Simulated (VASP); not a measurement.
Here is a VASP 6.6.1 calculation.

Contents of INCAR:

```
  PREC = Accurate
  ENCUT = 520
  EDIFF = 1E-7
  ISMEAR = -1
  SIGMA = 0.05
  LREAL = False
  LASPH = True
  NELM = 60
  ALGO = Normal
  ISIF = 2
  LWAVE = False
  LCHARG = True
  GGA = PE
  LELF = True
  LVHAR = True
  NBANDS = 8
```

Contents of KPOINTS:

```
Automatic mesh
0
Gamma
  13 13 12
```

Contents of POSCAR:

```
Sb
1.0
    2.7705258310      0.0000000000      0.0000000000
   -1.3852629155      2.3993457515      0.0000000000
    0.0000000000      0.0000000000      2.6318626337
Sb
1
Direct
    0.0000000000      0.0000000000      0.0000000000
```

Potentials or basis: VASP PAW PBE potentials, release 64 (Sb).

Launch:

```bash
$ cat potpaw_PBE.64/Sb/POTCAR > POTCAR
$ mpirun -np 1 vasp_std > vasp.out
```

Task: Predict the pressure.

Result: 93.7 GPa.
